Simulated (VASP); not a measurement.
Wanted: the native input for a VASP 6.6.1 run.

| Property | Result |
| --- | --- |
| Task | single point |
| Functional | LDA |
| Potentials or basis | VASP PAW LDA potentials, release 64 (Sr_sv) |
| Cutoff | 520 eV |
| k mesh | 10 × 10 × 10 |
| Occupations | gaussian, width 0.01 eV |
| Spin | no spin polarisation |
| Dipole correction | no |
| Further INCAR settings | ALGO = Normal; EDIFF = 1e-06; NBANDS = 11 |

The structure of Sr lies in POSCAR:

```
Sr
1.0
    0.0000000000      2.8917852949      2.8917852949
    2.8917852949      0.0000000000      2.8917852949
    2.8917852949      2.8917852949      0.0000000000
Sr
1
Direct
    0.0000000000      0.0000000000      0.0000000000
```

These files were run (other wordings do the same):

INCAR

```
PREC = Accurate ; ENCUT = 520
EDIFF = 1E-6 ; ISMEAR = 0
SIGMA = 0.01 ; LREAL = F
LASPH = T ; NELM = 80
ALGO = Normal ; ISIF = 2
LWAVE = F ; LCHARG = T
GGA = CA ; LELF = T
LVHAR = T ; NBANDS = 11
```

KPOINTS

```
regular mesh
0
Gamma
  10 10 10
```

Potentials or basis: VASP PAW LDA potentials, release 64 (Sr_sv).

Command:

```console
$ cat potpaw_LDA.64/Sr_sv/POTCAR > POTCAR
$ mpirun -np 1 vasp_std > vasp.out
```

Results of the run:

* Pressure: 0.0 GPa

Wall time 35 s on 1 thread of Intel Xeon 8259CL, with other jobs on the host, peak memory 0.16 GiB.
